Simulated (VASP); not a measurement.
Write the native input for VASP 6.6.1 that does the following.

| Item | Value |
| --- | --- |
| Task | single point |
| Functional | r2SCAN |
| Potentials or basis | VASP PAW PBE potentials, release 64 (Ti_sv) |
| Cutoff | 520 eV |
| k mesh | 18 × 18 × 18 |
| Occupations | gaussian, width 0.1 eV |
| Spin | no spin polarisation |
| Dipole correction | no |
| Further INCAR settings | ALGO = Normal; EDIFF = 1e-06; NBANDS = 12 |

Crystal: Ti.

```
CELL_PARAMETERS angstrom
0.00000 2.05515 2.05515
2.05515 0.00000 2.05515
2.05515 2.05515 0.00000
ATOMIC_POSITIONS crystal
Ti 0.00000 0.00000 0.00000
```

One way to write it, as run:

POSCAR

```
Ti
1.0
    0.0000000000      2.0551516173      2.0551516173
    2.0551516173      0.0000000000      2.0551516173
    2.0551516173      2.0551516173      0.0000000000
Ti
1
Direct
    0.0000000000      0.0000000000      0.0000000000
```

INCAR.step1

```
ALGO = Normal ; EDIFF = 1E-4
ENCUT = 520 ; GGA = PE
ISMEAR = 0 ; LASPH = True
LCHARG = False ; LREAL = False
LWAVE = True ; NBANDS = 12
NELM = 80 ; PREC = Accurate
SIGMA = 0.1
```

INCAR.step2

```
ALGO = Normal ; EDIFF = 1E-6
ENCUT = 520 ; ISIF = 2
ISMEAR = 0 ; ISTART = 1
LASPH = True ; LCHARG = False
LMIXTAU = True ; LREAL = False
LWAVE = False ; METAGGA = R2SCAN
NBANDS = 12 ; NELM = 80
PREC = Accurate ; SIGMA = 0.1
```

KPOINTS

```
k-points
0
Gamma
  18 18 18
```

Potentials or basis: VASP PAW PBE potentials, release 64 (Ti_sv).

Command:

```sh
$ cat potpaw_PBE.64/Ti_sv/POTCAR > POTCAR
$ cp INCAR.step1 INCAR
$ mpirun -np 1 vasp_std > vasp.out
$ cp INCAR.step2 INCAR
$ mpirun -np 1 vasp_std > vasp.out
```

Results of the run:

```yaml
Pressure: 0.4 GPa
Band_gap_on_the_k_mesh: zero (band 6 reaches 9.23 eV, above the bottom of band 7 at 7.81 eV)
```

Caveat: the PAW data sets were made with another functional, which shifts forces and pressure a little.

Wall time 54 s on 1 thread of Intel(R) Xeon(R) 6975P-C (Granite Rapids), with other jobs on the host, peak memory 0.18 GiB.
